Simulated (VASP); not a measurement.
The system is ZnSnP2.

```
Sn P Zn
1.0
     0.00000    5.73981    0.00000
     5.73981    0.00000    0.00000
     2.86990    2.86990   -5.73981
Sn P Zn
2 4 2
Cartesian
  2.8699 2.8699 0.0000
  5.7398 2.8699 -2.8699
  4.2302 4.3049 -4.3049
  1.4350 4.3795 -1.4350
  7.2494 7.1748 -4.3049
  4.3049 1.3603 -1.4350
  0.0000 0.0000 0.0000
  2.8699 5.7398 -2.8699
```

```yaml
Program: VASP 6.6.1
Task: relaxation of the atoms
Functional: r2SCAN
Potentials_or_basis: VASP PAW PBE potentials, release 64 (Sn_d, P, Zn)
Cutoff: 500 eV
k_mesh: 5 × 5 × 5
Occupations: fermi-dirac, width 0.1 eV
Spin: no spin polarisation
```

At the start: pressure -2.7 GPa; volume 23.64 Å³/atom.

**Question.** Where does the relaxation end?

**Answer.** Over 4 steps the energy falls by 3.4 meV/atom; space group I-42d (No. 122, to 0.1 Å) before and after.

Step by step:
```
step  energy change (eV)  largest force (eV/Å)  pressure (GPa)
   1              0.0000                0.3564           -2.75
   2             -0.0192                0.1917           -2.91
   3             -0.0267                0.0511           -3.04
   4             -0.0274                0.0003           -3.08
```

Final structure:
```
CELL_PARAMETERS angstrom
0.00000 5.73981 0.00000
5.73981 0.00000 0.00000
2.86990 2.86990 -5.73981
ATOMIC_POSITIONS crystal
Sn 0.50000 0.50000 0.00000
Sn 0.25000 0.75000 0.50000
P 0.37500 0.35549 0.75000
P 0.64451 0.12500 0.25000
P 0.87500 0.89451 0.75000
P 0.10549 0.62500 0.25000
Zn 0.00000 0.00000 0.00000
Zn 0.75000 0.25000 0.50000
```

Caveat: the PAW data sets were made with another functional, which shifts forces and pressure a little.
